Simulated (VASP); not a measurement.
Here is a VASP 6.6.1 calculation.

Contents of INCAR:

```
  PREC = Accurate
  ENCUT = 520
  EDIFF = 1E-6
  ISMEAR = 0
  SIGMA = 0.1
  LREAL = False
  LASPH = True
  NELM = 150
  ALGO = Normal
  ISIF = 2
  LWAVE = False
  LCHARG = False
  ISPIN = 2
  MAGMOM = 1 1 0 0 0 0
  LORBIT = 11
  LMAXMIX = 4
  GGA = PE
  NBANDS = 35
```

The input KPOINTS:

```
regular mesh
0
Gamma
  3 3 6
```

File POSCAR:

```
Ta2SiO3
1.0
    6.5902042719      0.0000000000      0.0000000000
   -3.2951021360      5.7072843156      0.0000000000
    0.0000000000      0.0000000000      2.8147297361
Ta Si O
2 1 3
Direct
    0.3333333333      0.6666666667      0.5000000000
    0.6666666667      0.3333333333      0.5000000000
    0.0000000000      0.0000000000      0.0000000000
    0.5000000000      0.0000000000      0.5000000000
    0.0000000000      0.5000000000      0.5000000000
    0.5000000000      0.5000000000      0.5000000000
```

Potentials or basis: VASP PAW PBE potentials, release 64 (Ta_pv, Si, O).

Command:

```bash
$ cat potpaw_PBE.64/Ta_pv/POTCAR potpaw_PBE.64/Si/POTCAR potpaw_PBE.64/O/POTCAR > POTCAR
$ mpirun -np 1 vasp_std > vasp.out
```

Problem. Predict the net moment.

Solution. -0.89 μB per cell.

Problem. Predict the site moments.

Solution. Ta +0.01; Si -0.27; O -0.03 μB.

Stress tensor (GPa, compression positive):
```
1.09 0.00 0.00
0.00 1.09 0.00
0.00 0.00 1.41
```

Caveat: the k points lie up to 0.37 Å⁻¹ apart.
